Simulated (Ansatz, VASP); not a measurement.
One calculation of As, two programs

```xyz
2
Lattice="3.4060 0.0000 0.0000 -1.7030 2.9497 0.0000 0.0000 0.0000 28.5742" Properties=species:S:1:pos:R:3 pbc="T T T"
As    0.0000    1.9665   13.3886
As    1.7030    0.9832   15.1856
```

Alike in both runs: task single point; functional PBE; dispersion D3(BJ); k mesh 9 × 9 × 1; occupations gaussian, width 0.02 eV; no spin polarisation.

|  | VASP | Ansatz |
| --- | --- | --- |
| version | VASP 6.6.1 | Ansatz 0.2.0 |
| potentials or method | VASP PAW PBE potentials, release 64 (As), cutoff 520 eV | scalar-relativistic, plane waves, PAW |
| valence electrons in the cell | 10 | 30 |

VASP gave:

| Quantity | Value |
| --- | --- |
| rms of the force components (eV/Å) | 1.535 |

Estimate Ansatz's values.

rms of the force components (eV/Å): 1.550.

Atom by atom the forces differ by 0.015 eV/Å (rms over components). VASP's potentials hold 10 valence electrons a cell and Ansatz's 30, so a difference there can come from the potentials and not from the codes.
